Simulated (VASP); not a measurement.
Here is a VASP 6.6.1 calculation.

INCAR

```
SYSTEM = Cd
PREC = Accurate
ENCUT = 630
EDIFF = 1E-7
ISMEAR = -1
SIGMA = 0.1
LREAL = .FALSE.
LASPH = .TRUE.
NELM = 120
ALGO = Normal
ISIF = 3
LWAVE = .FALSE.
LCHARG = .FALSE.
GGA = PS
IBRION = 2
NSW = 60
EDIFFG = -0.005
PSTRESS = 3100.0
GGA_COMPAT = .FALSE.
NELMIN = 4
```

Contents of KPOINTS:

```
Automatic mesh
0
G
  20 20 20
  0 0 0
```

Contents of POSCAR:

```
Cd
1.0
   -1.3668595202      1.3668595202      1.3668595202
    1.3668595202     -1.3668595202      1.3668595202
    1.3668595202      1.3668595202     -1.3668595202
Cd
1
Direct
    0.0000000000      0.0000000000      0.0000000000
```

Potentials or basis: VASP PAW PBE potentials, release 64 (Cd_sv_GW).

Launch:

```console
$ cat potpaw_PBE.64/Cd_sv_GW/POTCAR > POTCAR
$ mpirun -np 1 vasp_std > vasp.out
```

Problem. What does it give for the space group after relaxing (to 0.1 Å)?

Solution. Im-3m (No. 229).

Problem. Predict the relaxed cell.

Solution. a = 2.367 Å, b = 2.367 Å, c = 2.367 Å, α = 109.47°, β = 109.47°, γ = 109.47°.

Problem. What does it give for the relaxed volume?

Solution. 10.21 Å³/atom.

Problem. Predict the band gap on the k mesh.

Solution. Zero (bands 10 and 11 overlap by 2.16 eV).

Final structure:
```yaml
crystal:
  lattice:
    - [-1.36672, 1.36672, 1.36672]
    - [1.36672, -1.36672, 1.36672]
    - [1.36672, 1.36672, -1.36672]
  atoms:
    - { symbol: Cd, position: [0.00000, 0.00000, 0.00000] }
```

Caveat: the cell is relaxed towards a set pressure, so the run minimises the enthalpy, not the energy; the PAW data sets were made with another functional, which shifts forces and pressure a little.
